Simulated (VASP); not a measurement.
Here is a VASP 6.6.1 calculation.

INCAR

```
PREC     = Accurate       # precision mode
ENCUT    = 520            # plane-wave cutoff, eV
EDIFF    = 1E-6           # SCF threshold, eV
ISMEAR   = 0              # smearing method
SIGMA    = 0.1            # smearing width, eV
LREAL    = False          # projectors in reciprocal space
LASPH    = True           # aspherical terms in the spheres
NELM     = 60             # most SCF steps
ALGO     = Fast           # electronic algorithm
ISIF     = 2              # what is computed and relaxed
LWAVE    = False          # write WAVECAR
LCHARG   = False          # write CHGCAR
GGA      = PE             # functional
NBANDS   = 21             # bands
```

File KPOINTS:

```
regular mesh
0
Gamma
  12 12 8
```

Contents of POSCAR:

```
LaNiI
1.0
    3.9736123278      0.0000000000      0.0000000000
    0.0000000000      3.9736123278      0.0000000000
    0.0000000000      0.0000000000      5.3873260498
La Ni I
1 1 1
Direct
    0.0000000000      0.0000000000      0.0000000000
    0.5000000000      0.5000000000      0.0000000000
    0.5000000000      0.5000000000      0.5000000000
```

Potentials or basis: VASP PAW PBE potentials, release 64 (La, Ni, I).

Launch:

```console
$ cat potpaw_PBE.64/La/POTCAR potpaw_PBE.64/Ni/POTCAR potpaw_PBE.64/I/POTCAR > POTCAR
$ mpirun -np 1 vasp_std > vasp.out
```

Q: Predict the pressure.

A: -0.4 GPa.

Q: Predict the band gap on the k mesh.

A: Zero (bands 14 and 15 overlap by 2.13 eV).

Stress tensor (GPa, compression positive):
```
-0.41  0.00  0.00
 0.00 -0.41  0.00
 0.00  0.00 -0.51
```

Caveat: spin-orbit coupling is left out, which moves the levels of the heavy elements; the run has no spin polarisation, though such a crystal can be magnetic. Spin polarisation is off, so any magnetic state and its effect on volume and gap are missing.
